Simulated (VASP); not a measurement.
# NaCl (F-43m) in VASP: relaxation of cell and atoms with PBE

Aim: the relaxation of cell and atoms of NaCl with PBE.

Everything below comes from runs of VASP 6.6.1. Logs are shortened: lines on timing, memory, paths and dates and some standing lists are left out, and cuts for length are marked.

## (1) The cell of the first run

Symmetry: F-43m, No. 216, cubic system. Conventional cell: a = 6.251 Å, b = 6.251 Å, c = 6.251 Å, α = 90.00°, β = 90.00°, γ = 90.00°. Na (site symmetry -43m) has 4 Cl at 2.71 Å within 3.6 Å. Cl (site symmetry -43m) has 4 Na at 2.71 Å within 3.6 Å.

## (2) Relaxation of cell and atoms, PBE

The input, INCAR:

```
SYSTEM = NaCl
ALGO = Normal ; EDIFF = 1E-6
EDIFFG = -0.01 ; ENCUT = 600
GGA = PE ; IBRION = 2
ISIF = 3 ; ISMEAR = 0
LASPH = .TRUE. ; LCHARG = .FALSE.
LREAL = .FALSE. ; LWAVE = .FALSE.
NELM = 100 ; NSW = 100
PREC = Accurate ; SIGMA = 0.02
```

The input, KPOINTS:

```
k-points
0
G
  6 6 6
  0 0 0
```

The input, POSCAR:

```
NaCl
1.0
    0.0000000000      3.1257287305      3.1257287305
    3.1257287305      0.0000000000      3.1257287305
    3.1257287305      3.1257287305      0.0000000000
Na Cl
1 1
Direct
    0.7500000000      0.7500000000      0.7500000000
    0.5000000000      0.5000000000      0.5000000000
```

Potentials or basis: VASP PAW PBE potentials, release 64 (Na_pv, Cl).

The run is started by

```
cat potpaw_PBE.64/Na_pv/POTCAR potpaw_PBE.64/Cl/POTCAR > POTCAR
mpirun -np 1 vasp_std > vasp.out
```

OUTCAR:

```text
SYSTEM = NaCl
   EDIFF = 1E-6
   EDIFFG = -0.01
   ENCUT = 600
   GGA = PE
   IBRION = 2
   ISIF = 3
   ISMEAR = 0
   LASPH = .TRUE.
   LREAL = .FALSE.
   NELM = 100
   NSW = 100
   PREC = Accurate

 ion  position               nearest neighbor table
   1  0.750  0.750  0.750-   2 2.71   2 2.71   2 2.71   2 2.71
   2  0.500  0.500  0.500-   1 2.71   1 2.71   1 2.71   1 2.71

  LATTYP: Found a face centered cubic cell.
 ALAT       =     6.2514574610

  Lattice vectors:

 A1 = (   0.0000000000,   3.1257287305,   3.1257287305)
 A2 = (   3.1257287305,   0.0000000000,   3.1257287305)
 A3 = (   3.1257287305,   3.1257287305,   0.0000000000)

Analysis of symmetry for initial positions (statically):
=====================================================================
 Subroutine PRICEL returns:
 Original cell was already a primitive cell.

 Routine SETGRP: Setting up the symmetry group for a
 face centered cubic supercell.

 Subroutine GETGRP returns: Found 24 space group operations
 (whereof 24 operations were pure point group operations)
 out of a pool of 48 trial point group operations.

The static configuration has the point symmetry T_d .

Analysis of symmetry for dynamics (positions and initial velocities):
=====================================================================
 Subroutine PRICEL returns:
 Original cell was already a primitive cell.

 Routine SETGRP: Setting up the symmetry group for a
 face centered cubic supercell.

 Subroutine GETGRP returns: Found 24 space group operations
 (whereof 24 operations were pure point group operations)
 out of a pool of 48 trial point group operations.

The dynamic configuration has the point symmetry T_d .

 Subroutine INISYM returns: Found 24 space group operations
 (whereof 24 operations are pure point group operations),
 and found     1 'primitive' translations

----------------------------------------------------------------------------------------

                                     Primitive cell

  volume of cell :      61.0779

  direct lattice vectors                    reciprocal lattice vectors
     0.000000000  3.125728731  3.125728731    -0.159962698  0.159962698  0.159962698
     3.125728731  0.000000000  3.125728731     0.159962698 -0.159962698  0.159962698
     3.125728731  3.125728731  0.000000000     0.159962698  0.159962698 -0.159962698

  length of vectors
     4.420447963  4.420447963  4.420447963     0.277063520  0.277063520  0.277063520

  position of ions in fractional coordinates (direct lattice)
     0.750000000  0.750000000  0.750000000
     0.500000000  0.500000000  0.500000000

  ion indices of the primitive-cell ions
   primitive index   ion index
                 1           1
                 2           2

----------------------------------------------------------------------------------------

 KPOINTS: k-points

Automatic generation of k-mesh.
 Grid dimensions read from file:
 generate k-points for:    6    6    6

 Generating k-lattice:

  Cartesian coordinates                     Fractional coordinates (reciprocal lattice)
    -0.026660450  0.026660450  0.026660450     0.166666667  0.000000000  0.000000000
     0.026660450 -0.026660450  0.026660450     0.000000000  0.166666667  0.000000000
     0.026660450  0.026660450 -0.026660450     0.000000000  0.000000000  0.166666667

  Length of vectors
     0.046177253  0.046177253  0.046177253

  Shift w.r.t. Gamma in fractional coordinates (k-lattice)
     0.000000000  0.000000000  0.000000000

 Subroutine IBZKPT returns following result:
 ===========================================

 Found     16 irreducible k-points:

 Following reciprocal coordinates:
            Coordinates               Weight
  0.000000  0.000000  0.000000      1.000000
  0.166667  0.000000  0.000000      8.000000
  0.333333  0.000000  0.000000      8.000000
  0.500000  0.000000  0.000000      4.000000
  0.166667  0.166667  0.000000      6.000000
  0.333333  0.166667  0.000000     24.000000
[... 8 lines left out ...]
 -0.333333  0.333333  0.166667     24.000000
 -0.333333  0.500000  0.166667     12.000000
   k-points           NKPTS =     16   k-points in BZ     NKDIM =     16   number of bands    NBANDS=     11
   number of dos      NEDOS =    301   number of ions     NIONS =      2
   total plane-waves  NPLWV =  46656
   dimension x,y,z NGX =    36 NGY =   36 NGZ =   36
   dimension x,y,z NGXF=    72 NGYF=   72 NGZF=   72
   ions per type =               1   1
   NGX,Y,Z   is equivalent  to a cutoff of  13.54, 13.54, 13.54 a.u.
   NGXF,Y,Z  is equivalent  to a cutoff of  27.08, 27.08, 27.08 a.u.
 SYSTEM =  NaCl
   PREC   = accura    normal or accurate (medium, high low for compatibility)
   ISTART =      0    job   : 0-new  1-cont  2-samecut
   ICHARG =      2    charge: 1-file 2-atom 10-const
   ISPIN  =      1    spin polarized calculation?
   LNONCOLLINEAR =      F non collinear calculations
   LSORBIT =      F    spin-orbit coupling
   LASPH  =      T    aspherical Exc in radial PAW
   ENCUT  =  600.0 eV  44.10 Ry    6.64 a.u.   8.83  8.83  8.83*2*pi/ulx,y,z
   NELM   =    100;   NELMIN=  2; NELMDL= -5     # of ELM steps
   EDIFF  = 0.1E-05   stopping-criterion for ELM
   LREAL  =      F    real-space projection
   EDIFFG = -.1E-01   stopping-criterion for IOM
   NSW    =    100    number of steps for IOM
   IBRION =      2    ionic relax: 0-MD 1-quasi-New 2-CG
   NFREE  =      1    steps in history (QN), initial steepest desc. (CG)
   ISIF   =      3    stress and relaxation
   ISYM   =      2    0-nonsym 1-usesym 2-fastsym
   POTIM  = 0.5000    time-step for ionic-motion
   TEBEG  =    0.0;   TEEND  =   0.0 temperature during run
   PSTRESS=    0.0 pullay stress
   NELECT =      14.0000    total number of electrons
   NUPDOWN=      -1.0000    fix difference up-down
   EMIN   =  10.00;   EMAX   =-10.00  energy-range for DOS
   EFERMI =   0.00;   METHOD = LEGACY
   ISMEAR =     0;   SIGMA  =   0.02  broadening in eV -4-tet -1-fermi 0-gaus
   EFERMI_NEDOS =   21; number of points for ismear=-14 and -15
   IALGO  =     38    algorithm
   IMIX   =      4    mixing-type and parameters
     AMIX     =   0.40;   BMIX     =  1.00
     AMIX_MAG =   1.60;   BMIX_MAG =  1.00
  volume/ion in A,a.u.               =      30.54       206.09
  Fermi-wavevector in a.u.,A,eV,Ry     =   1.001897  1.893310 13.657484  1.003797
  Thomas-Fermi vector in A             =   2.134349
   LORBIT       =      0    0 simple, 1 ext, 2 COOP (PROOUT), +10 PAW based schemes
   GGA     = PE    functional components
   LHFCALC =     F    Hartree Fock is set to
   AEXX    =    0.0000 exact exchange contribution
   IVDW    =     0    specifies the selected vdW correction
   LEPSILON=     F    determine dielectric tensor
   LRPA    =     F    only Hartree local field effects (RPA)
 conjugate gradient relaxation of ions
 non-spin polarized calculation
 Gauss-broadening in eV      SIGMA  =   0.02
  energy-cutoff  :      600.00
  volume of cell :       61.08
 maximum number of plane-waves:      2085
   NGX = 17   NGY = 17   NGZ = 17

 number of electron      14.0000007 magnetization

 Free energy of the ion-electron system (eV)
  ---------------------------------------------------
  ext. energy  EPLUGINS =         0.00000000
  ---------------------------------------------------
  free energy    TOTEN  =        -6.64323919 eV

  energy without entropy =       -6.64323919  energy(sigma->0) =       -6.64323919

 E-fermi :  -2.3580     XC(G=0):  -6.7200

 val. band max:       -2.5397076183   @ k =   0.0000   0.0000   0.0000
 cond. band min:       2.3131897057   @ k =   0.0000   0.0000   0.0000
 fundamental gap:      4.8528973240
 Fermi energy:        -2.3580224436

 k-point     1 :       0.0000    0.0000    0.0000
  band No.  band energies     occupation
      1     -23.2341      2.00000
      2     -23.2341      2.00000
      3     -23.2341      2.00000
      4     -14.6183      2.00000
      5      -2.5397      2.00000
      6      -2.5397      2.00000
      7      -2.5397      2.00000
      8       2.3132      0.00000
      9       8.5654      0.00000
     10       8.5654      0.00000
     11       8.5654      0.00000

 k-point     2 :       0.1667    0.0000    0.0000
  band No.  band energies     occupation
      1     -23.2371      2.00000
      2     -23.2344      2.00000
      3     -23.2344      2.00000
      4     -14.5865      2.00000
      5      -2.8403      2.00000
      6      -2.5624      2.00000
      7      -2.5624      2.00000
      8       2.9017      0.00000
      9       7.9220      0.00000
     10       8.6764      0.00000
     11       8.6764      0.00000

 k-point     3 :       0.3333    0.0000    0.0000
  band No.  band energies     occupation
      1     -23.2430      2.00000
      2     -23.2351      2.00000
      3     -23.2351      2.00000
      4     -14.5221      2.00000
      5      -3.3294      2.00000
      6      -2.6068      2.00000
      7      -2.6068      2.00000
      8       4.1174      0.00000
      9       6.8674      0.00000
     10       8.2816      0.00000
     11       8.2816      0.00000
[... 155 lines left out ...]
 k-point    15 :      -0.3333    0.3333    0.1667
  band No.  band energies     occupation
      1     -23.2452      2.00000
      2     -23.2386      2.00000
      3     -23.2366      2.00000
      4     -14.4584      2.00000
      5      -3.2953      2.00000
      6      -3.0300      2.00000
      7      -2.7648      2.00000
      8       5.4747      0.00000
      9       6.2585      0.00000
     10       7.2924      0.00000
     11       8.5544      0.00000

 k-point    16 :      -0.3333    0.5000    0.1667
  band No.  band energies     occupation
      1     -23.2458      2.00000
      2     -23.2384      2.00000
      3     -23.2373      2.00000
      4     -14.4480      2.00000
      5      -3.3085      2.00000
      6      -2.9921      2.00000
      7      -2.8557      2.00000
      8       5.0084      0.00000
      9       6.7624      0.00000
     10       7.4822      0.00000
     11       8.4339      0.00000

------------------------ aborting loop because EDIFF is reached ----------------------------------------

  FORCE on cell =-STRESS in cart. coord.  units (eV):
  Direction    XX          YY          ZZ          XY          YZ          ZX
  --------------------------------------------------------------------------------------
  -------------------------------------------------------------------------------------
  Total        0.0115982      0.0115982      0.0115982      0.0000000      0.0000000     -0.0000000
  in kB        0.3042396      0.3042396      0.3042396      0.0000000      0.0000000     -0.0000000
  external PRESSURE =       0.3042396 kB  Pullay stress =       0.0000000 kB

 VOLUME and BASIS-vectors are now :
 -----------------------------------------------------------------------------
  energy-cutoff  :      600.00
  volume of cell :       61.08
      direct lattice vectors                 reciprocal lattice vectors
     0.000000000  3.125728731  3.125728731    -0.159962698  0.159962698  0.159962698
     3.125728731  0.000000000  3.125728731     0.159962698 -0.159962698  0.159962698
     3.125728731  3.125728731  0.000000000     0.159962698  0.159962698 -0.159962698

 POSITION                                       TOTAL-FORCE (eV/Angst)
 -----------------------------------------------------------------------------------
      4.68859      4.68859      4.68859        -0.000000      0.000000      0.000000
      3.12573      3.12573      3.12573         0.000000     -0.000000     -0.000000
 -----------------------------------------------------------------------------------
    total drift:                               -0.000001     -0.000001     -0.000001

  FREE ENERGIE OF THE ION-ELECTRON SYSTEM (eV)
  ---------------------------------------------------
  free  energy   TOTEN  =        -6.6432391882 eV

  energy  without entropy=       -6.6432391882  energy(sigma->0) =       -6.64323919

 reached required accuracy - stopping structural energy minimisation
```

It took 12 s on 1 thread of Intel Xeon Platinum 8488C (Sapphire Rapids), shared host; peak memory 0.19 GiB.

What came out:

```
Free energy             : -6.6432 eV
Pressure after relaxing : 0.0 GPa
Band gap on the k mesh  : 4.85 eV, direct
```

Final structure:
```
Na Cl
1.0
     0.00000    3.12573    3.12573
     3.12573    0.00000    3.12573
     3.12573    3.12573    0.00000
Na Cl
1 1
Direct
  0.75000 0.75000 0.75000
  0.50000 0.50000 0.50000
```

Levels at points of the mesh, in eV from the valence-band top:
```
           k point  band 3  band 4  band 5  band 6  band 7  band 8  band 9  band 10  band 11
(0.00, 0.00, 0.00)  -20.69  -12.08    0.00    0.00    0.00    4.85   11.11    11.11    11.11
(0.50, 0.00, 0.00)  -20.70  -11.95   -1.00   -0.09   -0.09    7.46    8.75    10.57    10.57
(0.50, 0.50, 0.00)  -20.70  -11.91   -0.91   -0.29   -0.29    7.01    9.00    10.34    12.91
```

Caveat: the relaxation stopped at its first step, so nothing moved.
